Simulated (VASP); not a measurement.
NaCl:

```
CELL_PARAMETERS angstrom
0.00855 2.80270 2.80270
2.80270 0.00855 2.80270
2.81125 2.81125 0.00000
ATOMIC_POSITIONS crystal
Na 0.00000 0.00000 0.00000
Cl 0.50000 0.50000 0.50000
```

This cell differs from its parent crystal: shear xy strain +0.6%.

Base run:

```yaml
Program: VASP 6.6.1
Functional: r2SCAN
Potentials_or_basis: VASP PAW PBE potentials, release 64 (Na_pv, Cl)
Cutoff: 520 eV
k_mesh: 8 × 8 × 8
Occupations: gaussian, width 0.01 eV
Spin: no spin polarisation
```

Its results: band gap on the k mesh 5.99 eV, direct; pressure -0.1 GPa.

**Question.** The run is repeated on the same cell with these changes: functional from r2SCAN to PBE; occupations from gaussian, width 0.01 eV to fermi-dirac, width 0.02 eV. What comes out?

**Answer.** Band gap on the k mesh 5.17 eV, direct; pressure 1.2 GPa.

Caveats: the PAW data sets were made with another functional, which shifts forces and pressure a little (some runs).

A k mesh can miss the band edges.
